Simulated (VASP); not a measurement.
Set up this calculation in VASP 6.6.1, as the native input.

```yaml
Task: single point
Functional: PBE
Potentials_or_basis: VASP PAW PBE potentials, release 64 (Al, Ti_sv)
Cutoff: 520 eV
k_mesh: 3 × 3 × 3
Occupations: fermi-dirac, width 0.15 eV
Spin: no spin polarisation
Dipole_correction: no
Further_INCAR_settings: LREAL = Auto; ALGO = Normal; EDIFF = 1e-07; NBANDS = 72
```

The structure of TiAl30 (a cell with a defect) lies in POSCAR:

```
TiAl30
1.0
    8.1000000000      0.0000000000      0.0000000000
    0.0000000000      8.1000000000      0.0000000000
    0.0000000000      0.0000000000      8.1000000000
Al Ti
30 1
Direct
    0.5000156790      0.0012981481      0.0013624691
    0.7587695062      0.2512561728      0.0053612346
    0.7589479012      0.0054819753      0.2510791358
    0.0000169136      0.0020346914      0.0016677778
    0.2412675309      0.2512370370      0.0053681481
    0.5000020988      0.4969741975     -0.0057008642
    0.7502376543      0.7518965432      0.0000538272
    0.2410780247      0.0054767901      0.2510982716
    0.5000195062      0.2444912346      0.2443987654
    0.7379775309      0.5029238272      0.2517703704
    0.5000259259     -0.0057892593      0.4967013580
    0.7377893827      0.2516312346      0.5030512346
    0.7498356790      0.0000630864      0.7519049383
    0.0000119753      0.4982327160      0.0042596296
    0.2497802469      0.7518820988      0.0000735802
    0.2620196296      0.5028876543      0.2517997531
    0.4999902469      0.7545522222      0.2475095062
    0.0000202469      0.0039488889      0.4983856790
    0.2622567901      0.2516177778      0.5030666667
    0.5000166667      0.5052420988      0.5052207407
    0.7549470370      0.7482661728      0.5012037037
    0.2502027160      0.0000482716      0.7519133333
    0.5000269136      0.2478516049      0.7546712346
    0.7552634568      0.5014561728      0.7480527160
    0.0000127160      0.7323986420      0.2559034568
    0.2450808642      0.7482446914      0.5012201235
    0.0000216049      0.2558479012      0.7323544444
    0.2447695062      0.5014460494      0.7480758025
    0.5000156790      0.7515790123      0.7517009877
    0.0000132099      0.7482145679      0.7478727160
   -0.0000134568      0.2811233333      0.2815677778
```

The input as run:

INCAR

```
PREC = Accurate
ENCUT = 520
EDIFF = 1E-7
ISMEAR = -1
SIGMA = 0.15
LREAL = Auto
LASPH = T
NELM = 60
ALGO = Normal
ISIF = 2
LWAVE = F
LCHARG = F
GGA = PE
NBANDS = 72
```

KPOINTS

```
Automatic mesh
0
Gamma
  3 3 3
```

Potentials or basis: VASP PAW PBE potentials, release 64 (Al, Ti_sv).

Launch:

```console
$ cat potpaw_PBE.64/Al/POTCAR potpaw_PBE.64/Ti_sv/POTCAR > POTCAR
$ mpirun -np 1 vasp_std > vasp.out
```

Results of the run:

```json
{"Pressure": "-1.3 GPa", "Largest force": "0.870 eV/Å", "Band gap on the k mesh": "zero (bands 51 and 52 overlap by 0.23 eV)"}
```

Wall time 44 min on 1 thread of Intel Xeon 8259CL, with other jobs on the host, peak memory 0.67 GiB.
